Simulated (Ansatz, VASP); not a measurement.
# Two plane-wave programs on ZnS

```
Zn S
1.0
     1.90307    1.09874    9.35195
    -1.90307    1.09874    9.35195
     0.00000   -2.19748    9.35195
Zn S
3 3
Direct
  0.99997 0.99997 0.99997
  0.22227 0.22227 0.22227
  0.44461 0.44461 0.44461
  0.08327 0.08327 0.08327
  0.52784 0.52784 0.52784
  0.30536 0.30536 0.30536
```

Alike in both runs: task single point; functional PBEsol; k mesh 6 × 6 × 6; no spin polarisation.

```csv
,VASP,Ansatz
version,VASP 6.6.1,Ansatz 0.2.0
potentials or method,"VASP PAW PBE potentials, release 64 (Zn, S), cutoff 520 eV","plane waves, PAW"
occupations,"gaussian, width 0.01 eV",fixed
valence electrons in the cell,54,54
```

```tsv
	VASP	Ansatz	Ansatz less VASP
gap on the k mesh at the Fermi level (eV)	2.06	2.06	-0.006
```

VASP's potentials were made for PBE, not for PBEsol.
